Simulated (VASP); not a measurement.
A run of VASP 6.6.1 is set up as follows.

File POSCAR:

```
MgH2
1.0
    0.0000000000      2.3795668897      2.3795668897
    2.3795668897      0.0000000000      2.3795668897
    2.3795668897      2.3795668897      0.0000000000
Mg H
1 2
Direct
    0.0000000000      0.0000000000      0.0000000000
    0.2500000000      0.2500000000      0.2500000000
    0.7500000000      0.7500000000      0.7500000000
```

Contents of INCAR.step1:

```
ALGO     = Normal         # electronic algorithm
EDIFF    = 1E-4           # SCF threshold, eV
ENCUT    = 600            # plane-wave cutoff, eV
GGA      = PE             # functional
ISMEAR   = -1             # smearing method
LASPH    = T              # aspherical terms in the spheres
LCHARG   = F              # write CHGCAR
LREAL    = F              # projectors in reciprocal space
LWAVE    = T              # write WAVECAR
NELM     = 100            # most SCF steps
PREC     = Accurate       # precision mode
SIGMA    = 0.02           # smearing width, eV
```

INCAR.step2

```
ALGO     = Normal         # electronic algorithm
EDIFF    = 1E-7           # SCF threshold, eV
EDIFFG   = -0.005         # ionic threshold
ENCUT    = 600            # plane-wave cutoff, eV
IBRION   = 2              # ionic algorithm
ISIF     = 3              # what is computed and relaxed
ISMEAR   = -1             # smearing method
ISTART   = 1            
LASPH    = T              # aspherical terms in the spheres
LCHARG   = F              # write CHGCAR
LMIXTAU  = T            
LREAL    = F              # projectors in reciprocal space
LWAVE    = F              # write WAVECAR
METAGGA  = R2SCAN         # meta-GGA
NELM     = 100            # most SCF steps
NSW      = 80             # ionic steps
PREC     = Accurate       # precision mode
SIGMA    = 0.02           # smearing width, eV
```

Contents of KPOINTS:

```
k-points
0
Gamma
  8 8 8
```

Potentials or basis: VASP PAW PBE potentials, release 64 (Mg, H).

Command:

```bash
$ cat potpaw_PBE.64/Mg/POTCAR potpaw_PBE.64/H/POTCAR > POTCAR
$ cp INCAR.step1 INCAR
$ mpirun -np 1 vasp_std > vasp.out
$ cp INCAR.step2 INCAR
$ mpirun -np 1 vasp_std > vasp.out
```

**Question.** Predict the relaxed volume.

**Answer.** 8.75 Å³/atom.

**Question.** Predict the relaxed cell.

**Answer.** a = 3.336 Å, b = 3.336 Å, c = 3.336 Å, α = 60.00°, β = 60.00°, γ = 60.00°.

The path:
```csv
step,energy change (eV),largest force (eV/Å),pressure (GPa),volume (Å³)
1,0.0000,0.0000,-1.60,26.95
2,-0.0027,0.0000,-0.82,26.60
3,-0.0035,0.0000,-0.10,26.30
4,-0.0036,0.0000,0.00,26.26
```

Caveat: the structure was generated, so it needn't be the stable form of MgH2; the PAW data sets were made with another functional, which shifts forces and pressure a little.
